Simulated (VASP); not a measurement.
Set up this calculation in VASP 6.6.1, as the native input.

```
Task                   : relaxation of cell and atoms
Functional             : PBEsol
Potentials or basis    : VASP PAW PBE potentials, release 64 (Sn_d)
Cutoff                 : 600 eV
k mesh                 : 16 × 16 × 16
Occupations            : gaussian, width 0.1 eV
Spin                   : no spin polarisation
Dipole correction      : no
Further INCAR settings : ALGO = Normal; EDIFF = 1e-06; IBRION = 2; EDIFFG = -0.01; NSW = 80; ISIF = 3
```

The structure of Sn lies in POSCAR:

```
Sn
1.0
    0.0000000000      2.3613433527      2.3613433527
    2.3613433527      0.0000000000      2.3613433527
    2.3613433527      2.3613433527      0.0000000000
Sn
1
Direct
    0.0000000000      0.0000000000      0.0000000000
```

This isn't the form of Sn at room conditions, which is tetragonal (white tin).

These files were run (other wordings do the same):

INCAR

```
PREC     = Accurate       # precision mode
ENCUT    = 600            # plane-wave cutoff, eV
EDIFF    = 1E-6           # SCF threshold, eV
ISMEAR   = 0              # smearing method
SIGMA    = 0.1            # smearing width, eV
LREAL    = False          # projectors in reciprocal space
LASPH    = True           # aspherical terms in the spheres
NELM     = 60             # most SCF steps
ALGO     = Normal         # electronic algorithm
ISIF     = 3              # what is computed and relaxed
LWAVE    = False          # write WAVECAR
LCHARG   = False          # write CHGCAR
GGA      = PS             # functional
IBRION   = 2              # ionic algorithm
NSW      = 80             # ionic steps
EDIFFG   = -0.01          # ionic threshold
```

KPOINTS

```
Automatic mesh
0
Gamma
  16 16 16
```

Potentials or basis: VASP PAW PBE potentials, release 64 (Sn_d).

Run with:

```bash
$ cat potpaw_PBE.64/Sn_d/POTCAR > POTCAR
$ mpirun -np 1 vasp_std > vasp.out
```

It gave:

The relaxed volume is 26.51 Å³/atom. The relaxed cell is a = 3.347 Å, b = 3.347 Å, c = 3.347 Å, α = 60.00°, β = 60.00°, γ = 60.00° and the space group after relaxing (to 0.1 Å) is Fm-3m (No. 225). The energy gained by relaxing is 0.2 meV/atom. The ionic steps are 3, the pressure after relaxing is 0.1 GPa and the band gap on the k mesh is zero (bands 7 and 8 overlap by 9.92 eV).

Caveat: the PAW data sets were made with another functional, which shifts forces and pressure a little; spin-orbit coupling is left out, which moves the levels of the heavy elements.

It took 33 s on 1 thread of Intel(R) Xeon(R) 6975P-C (Granite Rapids), with other jobs on the host, peak memory 0.2 GiB.
